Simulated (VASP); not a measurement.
Here is a VASP 6.6.1 calculation.

File INCAR:

```
  PREC = Accurate
  ENCUT = 520
  EDIFF = 1E-7
  ISMEAR = -1
  SIGMA = 0.0111
  LREAL = F
  LASPH = T
  NELM = 60
  ALGO = Normal
  ISIF = 2
  LWAVE = F
  LCHARG = F
  GGA = PE
  NBANDS = 44
```

KPOINTS

```
regular mesh
0
Gamma
  4 4 4
```

POSCAR

```
LaMnAl3
1.0
    3.0179170000      1.7423930000      4.8608930000
   -3.0179170000      1.7423930000      4.8608930000
    0.0000000000     -3.4847860000      4.8608930000
La Al Mn
2 6 2
Direct
    0.2500000000      0.2500000000      0.2500000000
    0.7500000000      0.7500000000      0.7500000000
    0.7052000000      0.7948000000      0.2500000000
    0.2500000000      0.7052000000      0.7948000000
    0.7948000000      0.2500000000      0.7052000000
    0.2948000000      0.2052000000      0.7500000000
    0.7500000000      0.2948000000      0.2052000000
    0.2052000000      0.7500000000      0.2948000000
    0.0000000000      0.0000000000      0.0000000000
    0.5000000000      0.5000000000      0.5000000000
```

Potentials or basis: VASP PAW PBE potentials, release 64 (La, Al, Mn_pv).

Run with:

```bash
$ cat potpaw_PBE.64/La/POTCAR potpaw_PBE.64/Al/POTCAR potpaw_PBE.64/Mn_pv/POTCAR > POTCAR
$ mpirun -np 1 vasp_std > vasp.out
```

Task: Estimate the largest force.

Result: 1.599 eV/Å.

Task: Predict the band gap on the k mesh.

Result: Zero (bands 33 and 34 overlap by 0.83 eV).

Forces on the atoms (eV/Å):
```
La   0.000  0.000  0.000
La   0.000  0.000  0.000
Al   1.599  0.000  0.000
Al  -0.800  1.385  0.000
Al  -0.800 -1.385  0.000
Al  -1.599  0.000  0.000
Al   0.800 -1.385  0.000
Al   0.800  1.385  0.000
Mn   0.000  0.000  0.000
Mn   0.000  0.000  0.000
```

Caveat: spin-orbit coupling is left out, which moves the levels of the heavy elements; the run has no spin polarisation, though such a crystal can be magnetic; forces of over 1 eV/Å act on the atoms, so gaps and moduli don't describe the material at rest. Spin polarisation is off, so any magnetic state and its effect on volume and gap are missing.
